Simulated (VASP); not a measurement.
Mg: single point with revPBE

Mg:

```
CELL_PARAMETERS angstrom
3.18022 0.00000 0.00000
-1.59011 2.75415 0.00000
0.00000 0.00000 5.16347
ATOMIC_POSITIONS crystal
Mg 0.33333 0.66667 0.25000
Mg 0.66667 0.33333 0.75000
```

This cell differs from its parent crystal: volume scaled by 0.96.

* Program: VASP 6.6.1
* Task: single point
* Functional: revPBE
* Potentials or basis: VASP PAW PBE potentials, release 64 (Mg)
* Cutoff: 520 eV
* k mesh: 18 × 18 × 10
* Occupations: fermi-dirac, width 0.1 eV
* Spin: no spin polarisation
* Dipole correction: no
* Further INCAR settings: ALGO = Normal; EDIFF = 1e-06; NBANDS = 9

* Pressure: 1.4 GPa
* Band gap on the k mesh: zero (band 2 reaches 3.77 eV, above the bottom of band 3 at 1.58 eV)

Stress tensor (GPa, compression positive):
```
1.43 0.00 0.00
0.00 1.43 0.00
0.00 0.00 1.31
```

Levels at points of the mesh, in eV from the Fermi level:
| k point | band 1 | band 2 | band 3 | band 4 | band 5 | band 6 |
| --- | --- | --- | --- | --- | --- | --- |
| (0.00, 0.00, 0.00) | -6.99 | -1.73 | -1.21 | 11.04 | 11.04 | 11.22 |
| (0.50, 0.00, 0.00) | -2.18 | -2.13 | 2.68 | 3.00 | 3.35 | 3.75 |
| (0.00, 0.00, 0.50) | -5.59 | -5.59 | 5.09 | 5.09 | 11.79 | 11.79 |
| (0.50, 0.00, 0.50) | -1.13 | -1.13 | -0.42 | -0.42 | 8.07 | 8.07 |

It took 26 s on 1 thread of Intel Xeon 6975P-C (shared host), peak memory 0.22 GiB.

Caveat: the PAW data sets were made with another functional, which shifts forces and pressure a little.
